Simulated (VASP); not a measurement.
# LiF (P6_3/mmc) in VASP: a series of runs

Aim: see how the results for LiF move with the level of theory and the settings. Levels: PBE, LDA, r2SCAN. Tasks: single point.

Program: VASP 6.6.1. These are calculated values, not measurements. Logs are shortened: lines on timing, memory, paths and dates and some standing lists are left out, and cuts for length are marked.

**1. The cell of the first run**

It takes space group P6_3/mmc (No. 194, hexagonal). The conventional cell has a = 2.776 Å, b = 2.776 Å, c = 4.783 Å, α = 90.00°, β = 90.00°, γ = 120.00°. Within 2.6 Å of Li (site symmetry -3m) lie 6 F at 2.00 Å and 2 Li at 2.39 Å. Within 2.6 Å of F (site symmetry -6m2) lie 6 Li at 2.00 Å.

**2. Single point, PBE**

Input file INCAR:

```
PREC = Accurate ; ENCUT = 520
EDIFF = 1E-7 ; ISMEAR = 0
SIGMA = 0.01 ; LREAL = F
LASPH = T ; NELM = 100
ALGO = Normal ; ISIF = 2
LWAVE = F ; LCHARG = F
GGA = PE ; NBANDS = 18
```

Input file KPOINTS:

```
Automatic mesh
0
Gamma
  6 6 4
```

Input file POSCAR:

```
LiF
1.0
    2.7757075842      0.0000000000      0.0000000000
   -1.3878537921      2.4038332814      0.0000000000
    0.0000000000      0.0000000000      4.7826938714
Li F
2 2
Direct
    0.0000000000      0.0000000000      0.0000000000
    0.0000000000      0.0000000000      0.5000000000
    0.3333333333      0.6666666667      0.2500000000
    0.6666666667      0.3333333333      0.7500000000
```

Potentials or basis: VASP PAW PBE potentials, release 64 (Li_sv, F).

Command:

```bash
$ cat potpaw_PBE.64/Li_sv/POTCAR potpaw_PBE.64/F/POTCAR > POTCAR
$ mpirun -np 1 vasp_std > vasp.out
```

OUTCAR:

```text
PREC = Accurate
   ENCUT = 520
   EDIFF = 1E-7
   ISMEAR = 0
   LREAL = F
   LASPH = T
   NELM = 100
   ISIF = 2
   GGA = PE

 ion  position               nearest neighbor table
   1  0.000  0.000  0.000-   3 2.00   4 2.00   4 2.00   3 2.00   4 2.00   3 2.00   2 2.39   2 2.39

   2  0.000  0.000  0.500-   3 2.00   4 2.00   4 2.00   3 2.00   4 2.00   3 2.00   1 2.39   1 2.39

   3  0.333  0.667  0.250-   1 2.00   2 2.00   1 2.00   2 2.00   1 2.00   2 2.00
   4  0.667  0.333  0.750-   1 2.00   2 2.00   1 2.00   2 2.00   1 2.00   2 2.00

  LATTYP: Found a hexagonal cell.
 ALAT       =     2.7757075842
 C/A-ratio  =     1.7230539336

  Lattice vectors:

 A1 = (   2.7757075842,   0.0000000000,   0.0000000000)
 A2 = (  -1.3878537921,   2.4038332814,   0.0000000000)
 A3 = (   0.0000000000,   0.0000000000,   4.7826938714)

Analysis of symmetry for initial positions (statically):
=====================================================================
 Subroutine PRICEL returns:
 Original cell was already a primitive cell.

 Routine SETGRP: Setting up the symmetry group for a
 hexagonal supercell.

 Subroutine GETGRP returns: Found 24 space group operations
 (whereof 12 operations were pure point group operations)
 out of a pool of 24 trial point group operations.

The static configuration has the point symmetry D_3d.
 The point group associated with its full space group is D_6h.

Analysis of symmetry for dynamics (positions and initial velocities):
=====================================================================
 Subroutine PRICEL returns:
 Original cell was already a primitive cell.

 Routine SETGRP: Setting up the symmetry group for a
 hexagonal supercell.

 Subroutine GETGRP returns: Found 24 space group operations
 (whereof 12 operations were pure point group operations)
 out of a pool of 24 trial point group operations.

The dynamic configuration has the point symmetry D_3d.
 The point group associated with its full space group is D_6h.

 Subroutine INISYM returns: Found 24 space group operations
 (whereof 12 operations are pure point group operations),
 and found     1 'primitive' translations

----------------------------------------------------------------------------------------

                                     Primitive cell

  volume of cell :      31.9118

  direct lattice vectors                    reciprocal lattice vectors
     2.775707584  0.000000000  0.000000000     0.360268497  0.208001114  0.000000000
    -1.387853792  2.403833281  0.000000000     0.000000000  0.416002228  0.000000000
     0.000000000  0.000000000  4.782693871     0.000000000  0.000000000  0.209087185

  length of vectors
     2.775707584  2.775707584  4.782693871     0.416002228  0.416002228  0.209087185

  position of ions in fractional coordinates (direct lattice)
     0.000000000  0.000000000  0.000000000
     0.000000000  0.000000000  0.500000000
     0.333333333  0.666666667  0.250000000
     0.666666667  0.333333333  0.750000000

  ion indices of the primitive-cell ions
   primitive index   ion index
                 1           1
                 2           2
                 3           3
                 4           4

----------------------------------------------------------------------------------------

 KPOINTS: Automatic mesh

Automatic generation of k-mesh.
 Grid dimensions read from file:
 generate k-points for:    6    6    4

 Generating k-lattice:

  Cartesian coordinates                     Fractional coordinates (reciprocal lattice)
     0.060044750  0.034666852  0.000000000     0.166666667  0.000000000  0.000000000
     0.000000000  0.069333705  0.000000000     0.000000000  0.166666667  0.000000000
     0.000000000  0.000000000  0.052271796     0.000000000  0.000000000  0.250000000

  Length of vectors
     0.069333705  0.069333705  0.052271796

  Shift w.r.t. Gamma in fractional coordinates (k-lattice)
     0.000000000  0.000000000  0.000000000

 Subroutine IBZKPT returns following result:
 ===========================================

 Found     21 irreducible k-points:

 Following reciprocal coordinates:
            Coordinates               Weight
  0.000000  0.000000  0.000000      1.000000
  0.166667 -0.000000  0.000000      6.000000
  0.333333  0.000000  0.000000      6.000000
  0.500000  0.000000  0.000000      3.000000
  0.166667  0.166667  0.000000      6.000000
  0.333333  0.166667  0.000000     12.000000
[... 13 lines left out ...]
  0.333333  0.166667  0.500000     12.000000
  0.333333  0.333333  0.500000      2.000000
   k-points           NKPTS =     21   k-points in BZ     NKDIM =     21   number of bands    NBANDS=     18
   number of dos      NEDOS =    301   number of ions     NIONS =      4
   total plane-waves  NPLWV =  20736
   dimension x,y,z NGX =    24 NGY =   24 NGZ =   36
   dimension x,y,z NGXF=    48 NGYF=   48 NGZF=   72
   ions per type =               2   2
   NGX,Y,Z   is equivalent  to a cutoff of  14.37, 14.37, 12.51 a.u.
   NGXF,Y,Z  is equivalent  to a cutoff of  28.75, 28.75, 25.03 a.u.
 SYSTEM =  unknown system
   PREC   = accura    normal or accurate (medium, high low for compatibility)
   ISTART =      0    job   : 0-new  1-cont  2-samecut
   ICHARG =      2    charge: 1-file 2-atom 10-const
   ISPIN  =      1    spin polarized calculation?
   LNONCOLLINEAR =      F non collinear calculations
   LSORBIT =      F    spin-orbit coupling
   LASPH  =      T    aspherical Exc in radial PAW
   ENCUT  =  520.0 eV  38.22 Ry    6.18 a.u.   5.16  5.16  8.89*2*pi/ulx,y,z
   NELM   =    100;   NELMIN=  2; NELMDL= -5     # of ELM steps
   EDIFF  = 0.1E-06   stopping-criterion for ELM
   LREAL  =      F    real-space projection
   EDIFFG = 0.1E-05   stopping-criterion for IOM
   NSW    =      0    number of steps for IOM
   IBRION =     -1    ionic relax: 0-MD 1-quasi-New 2-CG
   NFREE  =      0    steps in history (QN), initial steepest desc. (CG)
   ISIF   =      2    stress and relaxation
   ISYM   =      2    0-nonsym 1-usesym 2-fastsym
   POTIM  = 0.5000    time-step for ionic-motion
   TEBEG  =    0.0;   TEEND  =   0.0 temperature during run
   PSTRESS=    0.0 pullay stress
   NELECT =      20.0000    total number of electrons
   NUPDOWN=      -1.0000    fix difference up-down
   EMIN   =  10.00;   EMAX   =-10.00  energy-range for DOS
   EFERMI =   0.00;   METHOD = LEGACY
   ISMEAR =     0;   SIGMA  =   0.01  broadening in eV -4-tet -1-fermi 0-gaus
   EFERMI_NEDOS =   21; number of points for ismear=-14 and -15
   IALGO  =     38    algorithm
   IMIX   =      4    mixing-type and parameters
     AMIX     =   0.40;   BMIX     =  1.00
     AMIX_MAG =   1.60;   BMIX_MAG =  1.00
  volume/ion in A,a.u.               =       7.98        53.84
  Fermi-wavevector in a.u.,A,eV,Ry     =   1.400989  2.647485 26.705096  1.962769
  Thomas-Fermi vector in A             =   2.523895
   LORBIT       =      0    0 simple, 1 ext, 2 COOP (PROOUT), +10 PAW based schemes
   GGA     = PE    functional components
   LHFCALC =     F    Hartree Fock is set to
   AEXX    =    0.0000 exact exchange contribution
   IVDW    =     0    specifies the selected vdW correction
   LEPSILON=     F    determine dielectric tensor
   LRPA    =     F    only Hartree local field effects (RPA)
 non-spin polarized calculation
 Gauss-broadening in eV      SIGMA  =   0.01
  energy-cutoff  :      520.00
  volume of cell :       31.91
 maximum number of plane-waves:       872
 NGX is ok and might be reduce to    24
   NGX = 11   NGY = 11   NGZ = 17

 number of electron      19.9999983 magnetization

 Free energy of the ion-electron system (eV)
  ---------------------------------------------------
  ext. energy  EPLUGINS =         0.00000000
  ---------------------------------------------------
  free energy    TOTEN  =       -19.08372799 eV

  energy without entropy =      -19.08372799  energy(sigma->0) =      -19.08372799

 E-fermi :  -0.7237     XC(G=0): -10.0930

 val. band max:       -0.7672105786   @ k =   0.0000   0.0000   0.0000
 cond. band min:       8.4506868991   @ k =   0.0000   0.0000   0.0000
 fundamental gap:      9.2178974777
 Fermi energy:        -0.7237300510

 k-point     1 :       0.0000    0.0000    0.0000
  band No.  band energies     occupation
      1     -41.8908      2.00000
      2     -41.7942      2.00000
      3     -20.9074      2.00000
      4     -20.5514      2.00000
      5      -3.4797      2.00000
      6      -1.0705      2.00000
[... 10 lines left out ...]
     17      22.6202      0.00000
     18      22.6202      0.00000

 k-point     2 :       0.1667   -0.0000    0.0000
  band No.  band energies     occupation
      1     -41.8772      2.00000
      2     -41.7846      2.00000
      3     -20.7998      2.00000
      4     -20.4506      2.00000
      5      -3.3456      2.00000
      6      -1.7499      2.00000
[... 10 lines left out ...]
     17      20.4092      0.00000
     18      20.8431      0.00000

 k-point     3 :       0.3333    0.0000    0.0000
  band No.  band energies     occupation
      1     -41.8498      2.00000
      2     -41.7656      2.00000
      3     -20.5592      2.00000
      4     -20.2557      2.00000
      5      -2.9818      2.00000
      6      -2.9811      2.00000
[... 10 lines left out ...]
     17      18.9809      0.00000
     18      19.8029      0.00000

 k-point     4 :       0.5000    0.0000    0.0000
  band No.  band energies     occupation
      1     -41.8362      2.00000
      2     -41.7561      2.00000
      3     -20.4189      2.00000
      4     -20.1678      2.00000
      5      -3.4691      2.00000
      6      -3.2726      2.00000
[... 312 lines left out ...]
      4     -20.4661      2.00000
      5      -2.8254      2.00000
      6      -2.8254      2.00000
[... 10 lines left out ...]
     17      20.5694      0.00000
     18      20.5694      0.00000

 k-point    20 :       0.3333    0.1667    0.5000
  band No.  band energies     occupation
      1     -41.7962      2.00000
      2     -41.7962      2.00000
      3     -20.2939      2.00000
      4     -20.2939      2.00000
      5      -3.4379      2.00000
      6      -3.4379      2.00000
[... 10 lines left out ...]
     17      20.6117      0.00000
     18      20.6117      0.00000

 k-point    21 :       0.3333    0.3333    0.5000
  band No.  band energies     occupation
      1     -41.7905      2.00000
      2     -41.7905      2.00000
      3     -20.2347      2.00000
      4     -20.2347      2.00000
      5      -3.3501      2.00000
      6      -3.3501      2.00000
[... 10 lines left out ...]
     17      21.3448      0.00000
     18      21.3448      0.00000

------------------------ aborting loop because EDIFF is reached ----------------------------------------

  FORCE on cell =-STRESS in cart. coord.  units (eV):
  Direction    XX          YY          ZZ          XY          YZ          ZX
  --------------------------------------------------------------------------------------
  -------------------------------------------------------------------------------------
  Total        0.7786882      0.7786882      0.8075835      0.0000000     -0.0000000      0.0000000
  in kB       39.0952069     39.0952069     40.5459424      0.0000000     -0.0000000      0.0000000
  external PRESSURE =      39.5787854 kB  Pullay stress =       0.0000000 kB

 VOLUME and BASIS-vectors are now :
 -----------------------------------------------------------------------------
  energy-cutoff  :      520.00
  volume of cell :       31.91
      direct lattice vectors                 reciprocal lattice vectors
     2.775707584  0.000000000  0.000000000     0.360268497  0.208001114  0.000000000
    -1.387853792  2.403833281  0.000000000     0.000000000  0.416002228  0.000000000
     0.000000000  0.000000000  4.782693871     0.000000000  0.000000000  0.209087185

 POSITION                                       TOTAL-FORCE (eV/Angst)
 -----------------------------------------------------------------------------------
      0.00000      0.00000      0.00000        -0.000000      0.000000      0.000000
      0.00000      0.00000      2.39135        -0.000000      0.000000      0.000000
     -0.00000      1.60256      1.19567        -0.000000      0.000000     -0.000000
      1.38785      0.80128      3.58702         0.000000     -0.000000      0.000000
 -----------------------------------------------------------------------------------
    total drift:                               -0.000000      0.000000     -0.000000

  FREE ENERGIE OF THE ION-ELECTRON SYSTEM (eV)
  ---------------------------------------------------
  free  energy   TOTEN  =       -19.0837279895 eV

  energy  without entropy=      -19.0837279895  energy(sigma->0) =      -19.08372799
```

It took 5.8 s on 1 thread of Intel Xeon 6975P-C (Granite Rapids), shared host; peak memory 0.14 GiB.

What came out:

- Free energy: -19.0837 eV
- Band gap on the k mesh: 9.22 eV, direct

Levels at points of the mesh, in eV from the valence-band top:
| k point | band 7 | band 8 | band 9 | band 10 | band 11 | band 12 | band 13 | band 14 |
| --- | --- | --- | --- | --- | --- | --- | --- | --- |
| (0.00, 0.00, 0.00) | -0.18 | -0.18 | 0.00 | 0.00 | 9.22 | 10.85 | 16.50 | 20.14 |
| (0.50, 0.00, 0.00) | -1.93 | -0.97 | -0.70 | -0.30 | 11.23 | 15.11 | 15.74 | 16.40 |
| (0.00, 0.00, 0.50) | -0.09 | -0.09 | -0.09 | -0.09 | 10.49 | 10.49 | 17.28 | 17.28 |
| (0.50, 0.00, 0.50) | -0.96 | -0.96 | -0.65 | -0.65 | 12.72 | 12.72 | 16.61 | 16.61 |

Caveat: the k points lie up to 0.44 Å⁻¹ apart; the cutoff is under 1.25 times the usual one of these potentials, so pressure, stress and relaxed cells hold a basis-set (Pulay) error.

**3. Single point, PBE**

Input file INCAR:

```
SYSTEM = LiF
  PREC = Accurate
  ENCUT = 520
  EDIFF = 1E-6
  ISMEAR = 0
  SIGMA = 0.01
  LREAL = .False.
  LASPH = .True.
  NELM = 100
  ALGO = Normal
  ISIF = 2
  LWAVE = .False.
  LCHARG = .True.
  GGA = PE
  LELF = .True.
  LVHAR = .True.
  NBANDS = 18
```

Input file KPOINTS:

```
Automatic mesh
0
Gamma
  6 6 4
  0 0 0
```

POSCAR is that of step 2.

Potentials or basis: VASP PAW PBE potentials, release 64 (Li_sv, F).

Command:

```bash
$ cat potpaw_PBE.64/Li_sv/POTCAR potpaw_PBE.64/F/POTCAR > POTCAR
$ mpirun -np 1 vasp_std > vasp.out
```

Wall time 5.6 s (1 thread of Intel Xeon 6975P-C (Granite Rapids), shared host); peak memory 0.14 GiB.

Results (log left out):

| Property | Result |
| --- | --- |
| Free energy | -19.0837 eV |
| Band gap on the k mesh | 9.22 eV, direct |

Levels at points of the mesh, in eV from the valence-band top:
```tsv
k point	band 8	band 9	band 10	band 11	band 12	band 13
(0.00, 0.00, 0.00)	-0.18	0.00	0.00	9.22	10.85	16.50
(0.50, 0.00, 0.00)	-0.97	-0.70	-0.30	11.23	15.11	15.74
(0.00, 0.00, 0.50)	-0.09	-0.09	-0.09	10.49	10.49	17.28
(0.50, 0.00, 0.50)	-0.96	-0.65	-0.65	12.72	12.72	16.61
```

Caveat: the k points lie up to 0.44 Å⁻¹ apart; the cutoff is under 1.25 times the usual one of these potentials, so pressure, stress and relaxed cells hold a basis-set (Pulay) error. A k mesh can miss the band edges.

**4. Single point, LDA**

Input file INCAR:

```
SYSTEM = LiF
PREC = Accurate
ENCUT = 520
EDIFF = 1E-6
ISMEAR = 0
SIGMA = 0.01
LREAL = .False.
LASPH = .True.
NELM = 80
ALGO = Normal
ISIF = 2
LWAVE = .False.
LCHARG = .True.
LELF = .True.
LVHAR = .True.
NBANDS = 18
```

KPOINTS is that of step 3.

POSCAR is that of step 3.

Potentials or basis: VASP PAW LDA potentials, release 64 (Li_sv, F).

Command:

```bash
$ cat potpaw_LDA.64/Li_sv/POTCAR potpaw_LDA.64/F/POTCAR > POTCAR
$ mpirun -np 1 vasp_std > vasp.out
```

Wall time 5.2 s (1 thread of Intel Xeon 6975P-C (Granite Rapids), shared host); peak memory 0.13 GiB.

Results (log left out):

```
Free energy            : -20.7977 eV
Band gap on the k mesh : 8.96 eV, direct
```

Levels at points of the mesh, in eV from the valence-band top:
```tsv
k point	band 7	band 8	band 9	band 10	band 11	band 12	band 13	band 14
(0.00, 0.00, 0.00)	-0.18	-0.18	0.00	0.00	8.96	10.45	16.14	19.66
(0.50, 0.00, 0.00)	-2.00	-1.00	-0.71	-0.30	10.83	14.67	15.30	15.98
(0.00, 0.00, 0.50)	-0.09	-0.09	-0.09	-0.09	10.19	10.19	16.85	16.85
(0.50, 0.00, 0.50)	-0.99	-0.99	-0.66	-0.66	12.32	12.32	16.21	16.21
```

Caveat: the k points lie up to 0.44 Å⁻¹ apart; the cutoff is under 1.25 times the usual one of these potentials, so pressure, stress and relaxed cells hold a basis-set (Pulay) error.

(Continued in part 2 of 2.)
